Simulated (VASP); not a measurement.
# HoSiI4 (C2/m) in VASP: relaxation of cell and atoms with PBE

Aim: the relaxation of cell and atoms of HoSiI4 with PBE.

All numbers are computed with VASP 6.6.1; they aren't measurements. Logs are shortened: lines on timing, memory, paths and dates and some standing lists are left out, and cuts for length are marked.

## (1) The cell of the first run

Symmetry: C2/m, No. 12, monoclinic system. Conventional cell: a = 8.802 Å, b = 6.393 Å, c = 7.689 Å, α = 90.00°, β = 96.97°, γ = 90.00°. Ho (site symmetry 2/m) has 4 I at 2.72 Å and 2 Si at 3.20 Å within 3.6 Å. Si (site symmetry 2/m) has 4 I at 2.72 Å and 2 Ho at 3.20 Å within 3.6 Å. Within 3.6 Å of I (site symmetry -1) lie 2 Ho at 2.72 Å and 2 Si at 2.72 Å and 2 I at 3.20 Å. I (site symmetry 2/m) has 2 I at 3.20 Å and 2 Ho at 3.84 Å within 4.2 Å. I (site symmetry 2/m) has 2 I at 3.20 Å and 2 Si at 3.84 Å within 4.2 Å.

The cell was generated, and may not be a known phase.

## (2) Relaxation of cell and atoms, PBE

Input file INCAR:

```
SYSTEM = HoSiI4
  ALGO = Normal
  EDIFF = 1E-7
  EDIFFG = -0.08
  ENCUT = 500
  GGA = PE
  GGA_COMPAT = .FALSE.
  IBRION = 2
  ISIF = 3
  ISMEAR = 0
  LASPH = .TRUE.
  LCHARG = .FALSE.
  LMAXMIX = 6
  LREAL = .FALSE.
  LWAVE = .FALSE.
  NELM = 200
  NELMIN = 4
  NSW = 36
  PREC = Accurate
  SIGMA = 0.2
```

Input file KPOINTS:

```
k-points
0
G
  3 3 2
  0 0 0
```

Input file POSCAR:

```
HoSiI4
1.0
    4.4010197500     -3.1964226700      0.0000000000
    4.4010197500      3.1964226700      0.0000000000
   -0.9335995200      0.0000000000      7.6322939900
Ho Si I
1 1 4
Direct
    0.5000000000      0.5000000000      0.0000000000
    0.0000000000      0.0000000000      0.0000000000
    0.0000000000      0.5000000000      0.0000000000
    0.5000000000      0.0000000000      0.0000000000
    0.5000000000      0.5000000000      0.5000000000
    0.0000000000      0.0000000000      0.5000000000
```

Potentials or basis: VASP PAW PBE potentials, release 64 (Ho_3, Si, I), 4f in core.

Launch:

```bash
$ cat potpaw_PBE.64/Ho_3/POTCAR potpaw_PBE.64/Si/POTCAR potpaw_PBE.64/I/POTCAR > POTCAR
$ mpirun -np 1 vasp_std > vasp.out
```

OUTCAR:

```text
SYSTEM = HoSiI4
   EDIFF = 1E-7
   EDIFFG = -0.08
   ENCUT = 500
   GGA = PE
   IBRION = 2
   ISIF = 3
   ISMEAR = 0
   LASPH = .TRUE.
   LREAL = .FALSE.
   NELM = 200
   NELMIN = 4
   NSW = 36
   PREC = Accurate

 ion  position               nearest neighbor table
   1  0.500  0.500  0.000-   3 2.72   4 2.72   4 2.72   3 2.72   2 3.20   2 3.20
   2  0.000  0.000  0.000-   3 2.72   4 2.72   3 2.72   4 2.72   1 3.20   1 3.20
   3  0.000  0.500  0.000-   1 2.72   2 2.72   2 2.72   1 2.72   4 3.20   4 3.20
   4  0.500  0.000  0.000-   1 2.72   2 2.72   1 2.72   2 2.72   3 3.20   3 3.20
   5  0.500  0.500  0.500-   6 3.20   6 3.20
   6  0.000  0.000  0.500-   5 3.20   5 3.20

  LATTYP: Found a base centered monoclinic cell.
 ALAT       =     8.8020395000
 B/A-ratio  =     0.7262913714
 C/A-ratio  =     0.8735682209
 COS(beta)  =    -0.1214172745

  Lattice vectors:

 A1 = (   4.4010197500,  -3.1964226700,   0.0000000000)
 A2 = (   4.4010197500,   3.1964226700,   0.0000000000)
 A3 = (  -0.9335995200,   0.0000000000,   7.6322939900)

Analysis of symmetry for initial positions (statically):
=====================================================================
 Subroutine PRICEL returns:
 Original cell was already a primitive cell.

 Routine SETGRP: Setting up the symmetry group for a
 base centered monoclinic supercell.

 Subroutine GETGRP returns: Found  4 space group operations
 (whereof  4 operations were pure point group operations)
 out of a pool of  4 trial point group operations.

The static configuration has the point symmetry C_2h.

Analysis of symmetry for dynamics (positions and initial velocities):
=====================================================================
 Subroutine PRICEL returns:
 Original cell was already a primitive cell.

 Routine SETGRP: Setting up the symmetry group for a
 base centered monoclinic supercell.

 Subroutine GETGRP returns: Found  4 space group operations
 (whereof  4 operations were pure point group operations)
 out of a pool of  4 trial point group operations.

The dynamic configuration has the point symmetry C_2h.

 Subroutine INISYM returns: Found  4 space group operations
 (whereof  4 operations are pure point group operations),
 and found     1 'primitive' translations

----------------------------------------------------------------------------------------

                                     Primitive cell

  volume of cell :     214.7349

  direct lattice vectors                    reciprocal lattice vectors
     4.401019750 -3.196422670  0.000000000     0.113610033 -0.156424870  0.013897037
     4.401019750  3.196422670  0.000000000     0.113610033  0.156424870  0.013897037
    -0.933599520  0.000000000  7.632293990     0.000000000  0.000000000  0.131022207

  length of vectors
     5.439309949  5.439309949  7.689181986     0.193827519  0.193827519  0.131022207

  position of ions in fractional coordinates (direct lattice)
     0.500000000  0.500000000  0.000000000
     0.000000000  0.000000000  0.000000000
     0.000000000  0.500000000  0.000000000
     0.500000000  0.000000000  0.000000000
     0.500000000  0.500000000  0.500000000
     0.000000000  0.000000000  0.500000000

  ion indices of the primitive-cell ions
   primitive index   ion index
                 1           1
                 2           2
                 3           3
                 4           4
                 5           5
                 6           6

----------------------------------------------------------------------------------------

 KPOINTS: k-points

Automatic generation of k-mesh.
 Grid dimensions read from file:
 generate k-points for:    3    3    2

 Generating k-lattice:

  Cartesian coordinates                     Fractional coordinates (reciprocal lattice)
     0.037870011 -0.052141623  0.004632346     0.333333333  0.000000000  0.000000000
     0.037870011  0.052141623  0.004632346     0.000000000  0.333333333  0.000000000
     0.000000000  0.000000000  0.065511103     0.000000000  0.000000000  0.500000000

  Length of vectors
     0.064609173  0.064609173  0.065511103

  Shift w.r.t. Gamma in fractional coordinates (k-lattice)
     0.000000000  0.000000000  0.000000000

 Subroutine IBZKPT returns following result:
 ===========================================

 Found      8 irreducible k-points:

 Following reciprocal coordinates:
            Coordinates               Weight
  0.000000  0.000000  0.000000      1.000000
  0.333333 -0.000000  0.000000      4.000000
  0.333333  0.333333  0.000000      2.000000
 -0.333333  0.333333  0.000000      2.000000
  0.000000  0.000000  0.500000      1.000000
  0.333333 -0.000000  0.500000      4.000000
  0.333333  0.333333  0.500000      2.000000
 -0.333333  0.333333  0.500000      2.000000
   k-points           NKPTS =      8   k-points in BZ     NKDIM =      8   number of bands    NBANDS=     24
   number of dos      NEDOS =    301   number of ions     NIONS =      6
   total plane-waves  NPLWV =  89600
   dimension x,y,z NGX =    40 NGY =   40 NGZ =   56
   dimension x,y,z NGXF=    80 NGYF=   80 NGZF=  112
   ions per type =               1   1   4
   NGX,Y,Z   is equivalent  to a cutoff of  12.23, 12.23, 12.11 a.u.
   NGXF,Y,Z  is equivalent  to a cutoff of  24.45, 24.45, 24.22 a.u.
 SYSTEM =  HoSiI4
   PREC   = accura    normal or accurate (medium, high low for compatibility)
   ISTART =      0    job   : 0-new  1-cont  2-samecut
   ICHARG =      2    charge: 1-file 2-atom 10-const
   ISPIN  =      1    spin polarized calculation?
   LNONCOLLINEAR =      F non collinear calculations
   LSORBIT =      F    spin-orbit coupling
   LASPH  =      T    aspherical Exc in radial PAW
   ENCUT  =  500.0 eV  36.75 Ry    6.06 a.u.   9.92  9.92 14.02*2*pi/ulx,y,z
   NELM   =    200;   NELMIN=  4; NELMDL= -5     # of ELM steps
   EDIFF  = 0.1E-06   stopping-criterion for ELM
   LREAL  =      F    real-space projection
   EDIFFG = -.8E-01   stopping-criterion for IOM
   NSW    =     36    number of steps for IOM
   IBRION =      2    ionic relax: 0-MD 1-quasi-New 2-CG
   NFREE  =      1    steps in history (QN), initial steepest desc. (CG)
   ISIF   =      3    stress and relaxation
   ISYM   =      2    0-nonsym 1-usesym 2-fastsym
   POTIM  = 0.5000    time-step for ionic-motion
   TEBEG  =    0.0;   TEEND  =   0.0 temperature during run
   PSTRESS=    0.0 pullay stress
   NELECT =      41.0000    total number of electrons
   NUPDOWN=      -1.0000    fix difference up-down
   EMIN   =  10.00;   EMAX   =-10.00  energy-range for DOS
   EFERMI =   0.00;   METHOD = LEGACY
   ISMEAR =     0;   SIGMA  =   0.20  broadening in eV -4-tet -1-fermi 0-gaus
   EFERMI_NEDOS =   21; number of points for ismear=-14 and -15
   IALGO  =     38    algorithm
   IMIX   =      4    mixing-type and parameters
     AMIX     =   0.40;   BMIX     =  1.00
     AMIX_MAG =   1.60;   BMIX_MAG =  1.00
  volume/ion in A,a.u.               =      35.79       241.52
  Fermi-wavevector in a.u.,A,eV,Ry     =   0.942689  1.781424 12.090996  0.888663
  Thomas-Fermi vector in A             =   2.070323
   LORBIT       =      0    0 simple, 1 ext, 2 COOP (PROOUT), +10 PAW based schemes
   GGA     = PE    functional components
   LHFCALC =     F    Hartree Fock is set to
   AEXX    =    0.0000 exact exchange contribution
   IVDW    =     0    specifies the selected vdW correction
   LEPSILON=     F    determine dielectric tensor
   LRPA    =     F    only Hartree local field effects (RPA)
 conjugate gradient relaxation of ions
 non-spin polarized calculation
 Gauss-broadening in eV      SIGMA  =   0.20
  energy-cutoff  :      500.00
  volume of cell :      214.73
 maximum number of plane-waves:      5476
   NGX = 19   NGY = 19   NGZ = 29

--------------------------------------- Ionic step        1  -------------------------------------------

 number of electron      40.9999997 magnetization

 Free energy of the ion-electron system (eV)
  ---------------------------------------------------
  ext. energy  EPLUGINS =         0.00000000
  ---------------------------------------------------
  free energy    TOTEN  =       -13.94450984 eV

  energy without entropy =      -13.80417765  energy(sigma->0) =      -13.87434375

------------------------ aborting loop because EDIFF is reached ----------------------------------------

  FORCE on cell =-STRESS in cart. coord.  units (eV):
  Direction    XX          YY          ZZ          XY          YZ          ZX
  --------------------------------------------------------------------------------------
  -------------------------------------------------------------------------------------
  Total       18.4500669     22.3667238     -7.9453077      0.0000000      0.0000000      1.0213996
  in kB      137.6594156    166.8823284    -59.2814337      0.0000000      0.0000000      7.6208546
  external PRESSURE =      81.7534368 kB  Pullay stress =       0.0000000 kB
[... 101 lines left out ...]
  FREE ENERGIE OF THE ION-ELECTRON SYSTEM (eV)
  ---------------------------------------------------
  free  energy   TOTEN  =       -16.6653517595 eV

  energy  without entropy=      -16.4989506289  energy(sigma->0) =      -16.58215119

 E-fermi :   6.4768     XC(G=0):  -9.2285

 val. band max:        6.3984334033   @ k =   0.0000   0.0000   0.0000
 cond. band min:       6.5028704605   @ k =   0.0000   0.0000   0.5000
 fundamental gap:      0.1044370572
 Fermi energy:         6.4768003048

 k-point     1 :       0.0000    0.0000    0.0000
  band No.  band energies     occupation
      1     -19.4445      2.00000
      2     -18.0273      2.00000
      3     -17.9968      2.00000
      4     -10.0825      2.00000
      5      -8.7870      2.00000
      6      -7.1220      2.00000
[... 205 lines left out ...]
     23       8.4498      0.00000
     24       8.7039      0.00000

[... ionic steps 4 to 14 ...]

--------------------------------------- Ionic step       15  -------------------------------------------

 number of electron      41.0000009 magnetization

------------------------ aborting loop because EDIFF is reached ----------------------------------------

  FORCE on cell =-STRESS in cart. coord.  units (eV):
  Direction    XX          YY          ZZ          XY          YZ          ZX
  --------------------------------------------------------------------------------------
  -------------------------------------------------------------------------------------
  Total       -0.5381873      0.7918454     -0.6418905      0.0000000      0.0000000     -0.9538233
  in kB       -3.8626194      5.6831466     -4.6069068      0.0000000      0.0000000     -6.8456762
  external PRESSURE =      -0.9287932 kB  Pullay stress =       0.0000000 kB
[... 65 lines left out ...]
  energy  without entropy=      -18.3194533961  energy(sigma->0) =      -18.37240097

--------------------------------------- Ionic step       17  -------------------------------------------

 number of electron      41.0000006 magnetization

 Free energy of the ion-electron system (eV)
  ---------------------------------------------------
  ext. energy  EPLUGINS =         0.00000000
  ---------------------------------------------------
  free energy    TOTEN  =       -18.46144215 eV

  energy without entropy =      -18.35912443  energy(sigma->0) =      -18.41028329

 E-fermi :   4.4215     XC(G=0):  -8.3690

 val. band max:        4.4204753803   @ k =   0.3333   0.3333   0.5000
 cond. band min:       4.4225900898   @ k =   0.0000   0.0000   0.0000
 fundamental gap:      0.0021147094
 Fermi energy:         4.4214994385

 k-point     1 :       0.0000    0.0000    0.0000
  band No.  band energies     occupation
      1     -21.6732      2.00000
      2     -21.6708      2.00000
      3     -21.5945      2.00000
      4     -10.3451      2.00000
      5      -9.8402      2.00000
      6      -8.9784      2.00000
[... 238 lines left out ...]
  FREE ENERGIE OF THE ION-ELECTRON SYSTEM (eV)
  ---------------------------------------------------
  free  energy   TOTEN  =       -18.4614421495 eV

  energy  without entropy=      -18.3591244268  energy(sigma->0) =      -18.41028329

 reached required accuracy - stopping structural energy minimisation
```

Run time: 11 min. Hardware: 1 thread of Intel Xeon Platinum 8259CL at 2.50GHz (Skylake/Cascade Lake), shared host; peak memory 0.32 GiB.

Results:

- Free energy: -18.4614 eV
- Relaxed volume: 37.19 Å³/atom
- Relaxed cell: a = 6.114 Å, b = 6.114 Å, c = 5.981 Å, α = 88.47°, β = 88.47°, γ = 87.19°
- Space group after relaxing (to 0.1 Å): C2/m (No. 12)
- Pressure after relaxing: -0.1 GPa
- Band gap on the k mesh: zero (an odd number of electrons rules out a gap without spin polarisation)

Stress tensor (GPa, compression positive):
```
-0.24  0.00 -0.34
 0.00  0.20  0.00
-0.34  0.00 -0.30
```

Final structure:
```
Ho Si I
1.0
     4.40339   -4.21583    0.46637
     4.40339    4.21583    0.46637
    -0.41016    0.00000    5.96698
Ho Si I
1 1 4
Cartesian
  4.4034 0.0000 0.4664
  4.4034 -4.2158 0.4664
  2.2017 2.1079 0.2332
  2.2017 -2.1079 0.2332
  4.1983 0.0000 3.4499
  -0.2051 0.0000 2.9835
```

Caveat: the k points lie up to 0.53 Å⁻¹ apart in the final cell, too coarse for converged energies and pressures of a metal; a cell axis changed by over 15 % at a fixed basis, so the end point is rough; spin-orbit coupling is left out, which moves the levels of the heavy elements; the 4f electrons are frozen in the core, so they carry no moment and show no levels; an odd number of electrons without spin polarisation forces a metal; a magnetic or distorted state may lie lower; the run has no spin polarisation, though such a crystal can be magnetic.
